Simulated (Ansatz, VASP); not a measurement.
## Two plane-wave programs on YPt3F2

```
Y Pt F
1.0
     4.89017    0.00000    0.00000
    -2.44508    4.23501    0.00000
     0.00000    0.00000    5.53157
Y Pt F
1 3 2
Direct
  0.00000 0.00000 0.00000
  0.50000 0.00000 0.50000
  0.50000 0.50000 0.50000
  0.00000 0.50000 0.50000
  0.33333 0.66667 0.00000
  0.66667 0.33333 0.00000
```

Change from the starting cell: species swapped into the DyB2Ru3 type (P6/mmm, No. 191).

Alike in both runs: functional PBE; k mesh 6 × 6 × 4; occupations gaussian, width 0.1 eV; no spin polarisation.

Ansatz relaxed the structure, and its values are those at the end. VASP's run is a single point on that final structure, the one shown.

```csv
,VASP,Ansatz
version,VASP 6.6.1,Ansatz 0.2.0
potentials or method,"VASP PAW PBE potentials, release 64 (Y_sv, Pt_sv_GW, F), cutoff 700 eV","scalar-relativistic, plane waves, PAW"
valence electrons in the cell,79,79
```

|  | VASP | Ansatz | Ansatz less VASP |
| --- | --- | --- | --- |
| gap on the k mesh at the Fermi level (eV) | none | none | - |
| pressure (GPa) | -0.3 | -0.1 | +0.23 |

A gap of «none» marks a metal or a gap that the smearing closes.

Neither program's run includes spin-orbit coupling.
